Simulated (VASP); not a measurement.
# C (R-3m) in VASP: further runs, part 2 of 2

VASP 6.6.1.

## (3) Single point, PBEsol+D3(BJ)

This run uses another cell than the first one, of 10.09 Å³/atom.

INCAR

```
ALGO = Normal
EDIFF = 1E-7
ENCUT = 520
GGA = PS
ISIF = 2
ISMEAR = -1
IVDW = 12
LASPH = T
LCHARG = F
LREAL = F
LWAVE = F
NBANDS = 16
NELM = 100
PREC = Accurate
SIGMA = 0.1
```

KPOINTS

```
k-points
0
Gamma
  11 11 11
```

POSCAR

```
C
1.0
    1.2015537437      0.6937169645      8.0701458829
   -1.2015537437      0.6937169645      8.0701458829
    0.0000000000     -1.3874349033      8.0701458829
C
4
Direct
    0.9128270000      0.9128270000      0.9128270000
    0.2461500000      0.2461500000      0.2461500000
    0.7538500000      0.7538500000      0.7538500000
    0.0871730000      0.0871730000      0.0871730000
```

Potentials or basis: VASP PAW PBE potentials, release 64 (C).

Command:

```console
cat potpaw_PBE.64/C/POTCAR > POTCAR
mpirun -np 1 vasp_std > vasp.out
```

OUTCAR:

```text
EDIFF = 1E-7
   ENCUT = 520
   GGA = PS
   ISIF = 2
   ISMEAR = -1
   IVDW = 12
   LASPH = T
   LREAL = F
   NELM = 100
   PREC = Accurate
 IVDW          = 12

 ion  position               nearest neighbor table
   1  0.913  0.913  0.913-   2 1.39   2 1.39   2 1.39
   2  0.246  0.246  0.246-   1 1.39   1 1.39   1 1.39
   3  0.754  0.754  0.754-   4 1.39   4 1.39   4 1.39
   4  0.087  0.087  0.087-   3 1.39   3 1.39   3 1.39

  LATTYP: Found a trigonal (rhomboedric) cell.
 ALAT       =     8.1885425563
 COS(alpha) =     0.9569371096

  Lattice vectors:

 A1 = (   1.2015537437,   0.6937169645,   8.0701458829)
 A2 = (  -1.2015537437,   0.6937169645,   8.0701458829)
 A3 = (   0.0000000000,  -1.3874349033,   8.0701458829)

Analysis of symmetry for initial positions (statically):
=====================================================================
 Subroutine PRICEL returns:
 Original cell was already a primitive cell.

 Routine SETGRP: Setting up the symmetry group for a
 trigonal (rhombohedral) supercell.

 Subroutine GETGRP returns: Found 12 space group operations
 (whereof 12 operations were pure point group operations)
 out of a pool of 12 trial point group operations.

The static configuration has the point symmetry D_3d.

Analysis of symmetry for dynamics (positions and initial velocities):
=====================================================================
 Subroutine PRICEL returns:
 Original cell was already a primitive cell.

 Routine SETGRP: Setting up the symmetry group for a
 trigonal (rhombohedral) supercell.

 Subroutine GETGRP returns: Found 12 space group operations
 (whereof 12 operations were pure point group operations)
 out of a pool of 12 trial point group operations.

The dynamic configuration has the point symmetry D_3d.

 Subroutine INISYM returns: Found 12 space group operations
 (whereof 12 operations are pure point group operations),
 and found     1 'primitive' translations

----------------------------------------------------------------------------------------

                                     Primitive cell

  volume of cell :      40.3607

  direct lattice vectors                    reciprocal lattice vectors
     1.201553744  0.693716964  8.070145883     0.416127870  0.240251568  0.041304509
    -1.201553744  0.693716964  8.070145883    -0.416127870  0.240251568  0.041304509
     0.000000000 -1.387434903  8.070145883     0.000000000 -0.480503136  0.041304480

  length of vectors
     8.188542556  8.188542556  8.188542616     0.482275111  0.482275111  0.482275154

  position of ions in fractional coordinates (direct lattice)
     0.912827000  0.912827000  0.912827000
     0.246150000  0.246150000  0.246150000
     0.753850000  0.753850000  0.753850000
     0.087173000  0.087173000  0.087173000

  ion indices of the primitive-cell ions
   primitive index   ion index
                 1           1
                 2           2
                 3           3
                 4           4

----------------------------------------------------------------------------------------

 KPOINTS: k-points

Automatic generation of k-mesh.
 Grid dimensions read from file:
 generate k-points for:   11   11   11

 Generating k-lattice:

  Cartesian coordinates                     Fractional coordinates (reciprocal lattice)
     0.037829806  0.021841052  0.003754955     0.090909091 -0.000000000  0.000000000
    -0.037829806  0.021841052  0.003754955    -0.000000000  0.090909091  0.000000000
     0.000000000 -0.043682103  0.003754953    -0.000000000 -0.000000000  0.090909091

  Length of vectors
     0.043843192  0.043843192  0.043843196

  Shift w.r.t. Gamma in fractional coordinates (k-lattice)
     0.000000000  0.000000000  0.000000000

 Subroutine IBZKPT returns following result:
 ===========================================

 Found    146 irreducible k-points:

 Following reciprocal coordinates:
            Coordinates               Weight
  0.000000  0.000000  0.000000      1.000000
  0.090909 -0.000000 -0.000000      6.000000
  0.181818 -0.000000  0.000000      6.000000
  0.272727 -0.000000 -0.000000      6.000000
  0.363636  0.000000 -0.000000      6.000000
  0.454545  0.000000  0.000000      6.000000
[... 16 lines left out ...]
 -0.272727  0.181818 -0.000000     12.000000
 -0.181818  0.181818  0.000000      6.000000
 [... further k-points ...]
   k-points           NKPTS =    146   k-points in BZ     NKDIM =    146   number of bands    NBANDS=     16
   number of dos      NEDOS =    301   number of ions     NIONS =      4
   total plane-waves  NPLWV = 262144
   dimension x,y,z NGX =    64 NGY =   64 NGZ =   64
   dimension x,y,z NGXF=   128 NGYF=  128 NGZF=  128
   ions per type =               4
   NGX,Y,Z   is equivalent  to a cutoff of  12.99, 12.99, 12.99 a.u.
   NGXF,Y,Z  is equivalent  to a cutoff of  25.99, 25.99, 25.99 a.u.
 SYSTEM =  unknown system
   PREC   = accura    normal or accurate (medium, high low for compatibility)
   ISTART =      0    job   : 0-new  1-cont  2-samecut
   ICHARG =      2    charge: 1-file 2-atom 10-const
   ISPIN  =      1    spin polarized calculation?
   LNONCOLLINEAR =      F non collinear calculations
   LSORBIT =      F    spin-orbit coupling
   LASPH  =      T    aspherical Exc in radial PAW
   ENCUT  =  520.0 eV  38.22 Ry    6.18 a.u.  15.23 15.23 15.23*2*pi/ulx,y,z
   NELM   =    100;   NELMIN=  2; NELMDL= -5     # of ELM steps
   EDIFF  = 0.1E-06   stopping-criterion for ELM
   LREAL  =      F    real-space projection
   EDIFFG = 0.1E-05   stopping-criterion for IOM
   NSW    =      0    number of steps for IOM
   IBRION =     -1    ionic relax: 0-MD 1-quasi-New 2-CG
   NFREE  =      0    steps in history (QN), initial steepest desc. (CG)
   ISIF   =      2    stress and relaxation
   ISYM   =      2    0-nonsym 1-usesym 2-fastsym
   POTIM  = 0.5000    time-step for ionic-motion
   TEBEG  =    0.0;   TEEND  =   0.0 temperature during run
   PSTRESS=    0.0 pullay stress
   NELECT =      16.0000    total number of electrons
   NUPDOWN=      -1.0000    fix difference up-down
   EMIN   =  10.00;   EMAX   =-10.00  energy-range for DOS
   EFERMI =   0.00;   METHOD = LEGACY
   ISMEAR =    -1;   SIGMA  =   0.10  broadening in eV -4-tet -1-fermi 0-gaus
   EFERMI_NEDOS =   21; number of points for ismear=-14 and -15
   IALGO  =     38    algorithm
   IMIX   =      4    mixing-type and parameters
     AMIX     =   0.40;   BMIX     =  1.00
     AMIX_MAG =   1.60;   BMIX_MAG =  1.00
  volume/ion in A,a.u.               =      10.09        68.09
  Fermi-wavevector in a.u.,A,eV,Ry     =   1.202621  2.272624 19.678062  1.446297
  Thomas-Fermi vector in A             =   2.338397
   LORBIT       =      0    0 simple, 1 ext, 2 COOP (PROOUT), +10 PAW based schemes
   GGA     = PS    functional components
   LHFCALC =     F    Hartree Fock is set to
   AEXX    =    0.0000 exact exchange contribution
   IVDW    =    12    specifies the selected vdW correction
   LEPSILON=     F    determine dielectric tensor
   LRPA    =     F    only Hartree local field effects (RPA)
 non-spin polarized calculation
  energy-cutoff  :      520.00
  volume of cell :       40.36
 maximum number of plane-waves:      1111
 NGX is ok and might be reduce to    64
   NGX = 31   NGY = 31   NGZ = 31

 number of electron      16.0000000 magnetization

 Free energy of the ion-electron system (eV)
  ---------------------------------------------------
  ext. energy  EPLUGINS =         0.00000000
  ---------------------------------------------------
  free energy    TOTEN  =       -38.41014005 eV

  energy without entropy =      -38.40991610  energy(sigma->0) =      -38.41002808

 E-fermi :   3.5345     XC(G=0):  -9.3512

 val. band max:        2.9059000071   @ k =  -0.1818   0.4545   0.0909
 cond. band min:       4.1864404856   @ k =  -0.3636   0.3636   0.0000
 fundamental gap:      1.2805404786
 Fermi energy:         3.5345346222

 k-point     1 :       0.0000    0.0000    0.0000
  band No.  band energies     occupation
      1     -16.5852      2.00000
      2     -16.5193      2.00000
      3      -4.9703      2.00000
      4      -4.2711      2.00000
      5       0.5926      2.00000
      6       0.5926      2.00000
[... 433 lines left out ...]
      3      -4.8234      2.00000
      4      -4.8119      2.00000
      5      -3.5874      2.00000
      6      -3.5785      2.00000
[... 8 lines left out ...]
     15      16.4523      0.00000
     16      16.5281      0.00000

 [... further k-points ...]

------------------------ aborting loop because EDIFF is reached ----------------------------------------

 Edisp (eV)   -0.35515

 E8    (eV) :    -0.1712

  FORCE on cell =-STRESS in cart. coord.  units (eV):
  Direction    XX          YY          ZZ          XY          YZ          ZX
  --------------------------------------------------------------------------------------
  -------------------------------------------------------------------------------------
  Total       7.16158     7.16157    -0.43250     0.00000     0.00000     0.00000
  in kB     284.28951   284.28944   -17.16883     0.00000     0.00000     0.00000
  external pressure =      183.80 kB  Pullay stress =        0.00 kB

 VOLUME and BASIS-vectors are now :
 -----------------------------------------------------------------------------
  energy-cutoff  :      520.00
  volume of cell :       40.36
      direct lattice vectors                 reciprocal lattice vectors
     1.201553744  0.693716964  8.070145883     0.416127870  0.240251568  0.041304509
    -1.201553744  0.693716964  8.070145883    -0.416127870  0.240251568  0.041304509
     0.000000000 -1.387434903  8.070145883     0.000000000 -0.480503136  0.041304480

 POSITION                                       TOTAL-FORCE (eV/Angst)
 -----------------------------------------------------------------------------------
      0.00000     -0.00000     22.09994         0.000000     -0.000000      0.001695
      0.00000     -0.00000      5.95940         0.000000     -0.000000      0.009578
      0.00000     -0.00000     18.25104         0.000000      0.000000     -0.009578
      0.00000     -0.00000      2.11050         0.000000      0.000000     -0.001695
 -----------------------------------------------------------------------------------
    total drift:                               -0.000000     -0.000000      0.000000

  FREE ENERGIE OF THE ION-ELECTRON SYSTEM (eV)
  ---------------------------------------------------
  free  energy   TOTEN  =       -38.7652897915 eV

  energy  without entropy=      -38.7650658419  energy(sigma->0) =      -38.76517782
```

OSZICAR:

```text
N       E                     dE             d eps       ncg     rms          rms(c)
DAV:   1     0.402925708375E+02    0.40293E+02   -0.77943E+03  4696   0.906E+02
DAV:   2    -0.384155568106E+02   -0.78708E+02   -0.71993E+02  6448   0.196E+02
DAV:   3    -0.414642429237E+02   -0.30487E+01   -0.30344E+01  6360   0.370E+01
DAV:   4    -0.414933731129E+02   -0.29130E-01   -0.29125E-01  5816   0.436E+00
DAV:   5    -0.414938739816E+02   -0.50087E-03   -0.50085E-03  6304   0.538E-01    0.992E+00
DAV:   6    -0.391724291851E+02    0.23214E+01   -0.16670E+00  5432   0.785E+00    0.576E+00
DAV:   7    -0.383963139275E+02    0.77612E+00   -0.20566E+00  5616   0.880E+00    0.155E+00
DAV:   8    -0.384106519197E+02   -0.14338E-01   -0.85465E-02  5680   0.174E+00    0.271E-01
DAV:   9    -0.384094284372E+02    0.12235E-02   -0.18373E-03  6016   0.293E-01    0.141E-01
DAV:  10    -0.384100752801E+02   -0.64684E-03   -0.17217E-03  5440   0.228E-01    0.771E-02
DAV:  11    -0.384101321833E+02   -0.56903E-04   -0.61348E-05  5808   0.513E-02    0.963E-03
DAV:  12    -0.384101395383E+02   -0.73550E-05   -0.67748E-06  5504   0.168E-02    0.261E-03
DAV:  13    -0.384101401099E+02   -0.57165E-06   -0.70915E-07  5840   0.614E-03    0.666E-04
DAV:  14    -0.384101400518E+02    0.58139E-07   -0.74426E-08  5368   0.180E-03
   1 F= -.38765290E+02 E0= -.38765178E+02  d E =-.223950E-03
```

stdout:

```text
POSCAR found type information on POSCAR C
 POSCAR found :  1 types and       4 ions
 scaLAPACK will be used
 -----------------------------------------------------------------------------
|                                                                             |
|                                                                             |
|     You enforced a specific xc type in the INCAR file but a different       |
|     I HOPE YOU KNOW WHAT YOU ARE DOING!                                     |
|                                                                             |
 -----------------------------------------------------------------------------

 LDA part: xc-table for (Slater+PW92), standard interpolation
 POSCAR, INCAR and KPOINTS ok, starting setup
 FFT: planning ... GRIDC
 FFT: planning ... GRID_SOFT
 FFT: planning ... GRID
 WAVECAR not read
 entering main loop
```

Run time: 14 min. Hardware: 1 thread of Intel Xeon Platinum 8259CL at 2.50GHz (Skylake/Cascade Lake), shared host; peak memory 0.54 GiB.

Results:

```
Free energy                : -38.7653 eV
Pressure                   : 18.4 GPa
Largest force              : 0.010 eV/Å
Dispersion energy per atom : -0.089 eV
```

Forces on the atoms (eV/Å):
```
C    0.000  0.000  0.002
C    0.000  0.000  0.010
C    0.000  0.000 -0.010
C    0.000  0.000 -0.002
```

Caveat: the cell stands under pressure; the PAW data sets were made with another functional, which shifts forces and pressure a little.

## (4) Single point, PBEsol+D3(BJ)

This run uses another cell than the first one, of 10.36 Å³/atom.

INCAR

```
PREC = Accurate
ENCUT = 520
EDIFF = 1E-6
ISMEAR = -1
SIGMA = 0.1
LREAL = False
LASPH = True
NELM = 60
ALGO = Normal
ISIF = 2
LWAVE = False
LCHARG = False
GGA = PS
IVDW = 12
NBANDS = 16
```

KPOINTS

```
Automatic mesh
0
Gamma
  11 11 11
```

POSCAR

```
C
1.0
    1.2122824698      0.6999111937      8.1422045696
   -1.2122824698      0.6999111937      8.1422045696
    0.0000000000     -1.3998233705      8.1422045696
C
4
Direct
    0.9128270000      0.9128270000      0.9128270000
    0.2461500000      0.2461500000      0.2461500000
    0.7538500000      0.7538500000      0.7538500000
    0.0871730000      0.0871730000      0.0871730000
```

Command:

```console
cat potpaw_PBE.64/C/POTCAR > POTCAR
mpirun -np 1 vasp_std > vasp.out
```

Run time: 13 min. Hardware: 1 thread of Intel Xeon Platinum 8259CL at 2.50GHz (Skylake/Cascade Lake), shared host; peak memory 0.54 GiB.

It converged, with:

```yaml
Free_energy: -38.8643 eV
Pressure: 10.7 GPa
Largest_force: 0.009 eV/Å
Dispersion_energy_per_atom: -0.089 eV
```

Forces in eV/Å, atoms in the order of the input:
```
C    0.000  0.000  0.001
C    0.000  0.000  0.009
C    0.000  0.000 -0.009
C    0.000  0.000 -0.001
```

Stress tensor (GPa, compression positive):
```
16.86  0.00  0.00
 0.00 16.86  0.00
 0.00  0.00 -1.70
```

Caveat: the cell stands under pressure; the PAW data sets were made with another functional, which shifts forces and pressure a little.

## (5) Single point, PBEsol+D3(BJ)

This run uses another cell than the first one, of 10.64 Å³/atom.

INCAR

```
PREC = Accurate ; ENCUT = 520
EDIFF = 1E-6 ; ISMEAR = -1
SIGMA = 0.1 ; LREAL = False
LASPH = True ; NELM = 60
ALGO = Normal ; ISIF = 2
LWAVE = False ; LCHARG = True
GGA = PS ; IVDW = 12
LELF = True ; LVHAR = True
NBANDS = 16
```

KPOINTS

```
regular mesh
0
Gamma
  11 11 11
```

POSCAR

```
C
1.0
    1.2228245857      0.7059976835      8.2130099025
   -1.2228245857      0.7059976835      8.2130099025
    0.0000000000     -1.4119963586      8.2130099025
C
4
Direct
    0.9128270000      0.9128270000      0.9128270000
    0.2461500000      0.2461500000      0.2461500000
    0.7538500000      0.7538500000      0.7538500000
    0.0871730000      0.0871730000      0.0871730000
```

Command:

```console
cat potpaw_PBE.64/C/POTCAR > POTCAR
mpirun -np 1 vasp_std > vasp.out
```

Run time: 14 min. Hardware: 1 thread of Intel Xeon Platinum 8259CL at 2.50GHz (Skylake/Cascade Lake), shared host; peak memory 0.56 GiB.

It converged, with:

* Free energy: -38.9138 eV
* Pressure: 3.8 GPa
* Largest force: 0.008 eV/Å
* Dispersion energy per atom: -0.088 eV

Forces in eV/Å, atoms in the order of the input:
```
C    0.000  0.000 -0.001
C    0.000  0.000  0.008
C    0.000  0.000 -0.008
C    0.000  0.000  0.001
```

Stress tensor (GPa, compression positive):
```
 6.58  0.00  0.00
 0.00  6.58  0.00
 0.00  0.00 -1.67
```

Caveat: the cell stands under pressure; the PAW data sets were made with another functional, which shifts forces and pressure a little.

## (6) The runs side by side

```tsv
cell	pressure (GPa)	largest force (eV/Å)
a = 8.114 Å, angles 16.9°, 4 atoms	27.0	0.01
a = 8.189 Å, angles 16.9°, 4 atoms	18.4	0.01
a = 8.262 Å, angles 16.9°, 4 atoms	10.7	0.01
a = 8.334 Å, angles 16.9°, 4 atoms	3.8	0.01
```

Alike in all rows: task single point; level PBEsol+D3(BJ); potentials or basis VASP PAW PBE potentials, release 64 (C); no spin polarisation; k mesh 11 × 11 × 11; cutoff (eV) 520; smearing fermi-dirac 0.1 eV.

Caveats: the cell stands under pressure; the PAW data sets were made with another functional, which shifts forces and pressure a little.

Total energies depend on the potentials used, so only differences within one code and one set of settings carry meaning.
